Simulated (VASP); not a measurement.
Set up this calculation in VASP 6.6.1, as the native input.

```yaml
Task: single point
Functional: PBE
Potentials_or_basis: VASP PAW PBE potentials, release 64 (Ag, Rh_pv)
Cutoff: 520 eV
k_mesh: 6 × 6 × 6
Occupations: gaussian, width 0.1 eV
Spin: no spin polarisation
Dipole_correction: no
Further_INCAR_settings: ALGO = Normal; EDIFF = 1e-06; NBANDS = 28
```

The structure of AgRh2 lies in POSCAR:

```
AgRh2
1.0
    3.5657950365      0.0000000000      0.0000000000
   -1.7828975183      3.0880690863      0.0000000000
    0.0000000000      0.0000000000      3.8501109198
Ag Rh
1 2
Direct
    0.0000000000      0.0000000000      0.0000000000
    0.3333333333      0.6666666667      0.5000000000
    0.6666666667      0.3333333333      0.5000000000
```

One way to write it, as run:

INCAR

```
SYSTEM = AgRh2
ALGO = Normal
EDIFF = 1E-6
ENCUT = 520
GGA = PE
ISIF = 2
ISMEAR = 0
LASPH = .True.
LCHARG = .False.
LREAL = .False.
LWAVE = .False.
NBANDS = 28
NELM = 100
PREC = Accurate
SIGMA = 0.1
```

KPOINTS

```
k-points
0
Gamma
  6 6 6
  0 0 0
```

Potentials or basis: VASP PAW PBE potentials, release 64 (Ag, Rh_pv).

Run with:

```sh
$ cat potpaw_PBE.64/Ag/POTCAR potpaw_PBE.64/Rh_pv/POTCAR > POTCAR
$ mpirun -np 1 vasp_std > vasp.out
```

Results of the run:

```
Pressure               : 95.5 GPa
Band gap on the k mesh : zero (an odd number of electrons rules out a gap without spin polarisation)
```

Caveat: the cell stands under pressure.

Wall time 18 s on 1 thread of Intel(R) Xeon(R) 6975P-C (Granite Rapids) (shared host), peak memory 0.17 GiB.
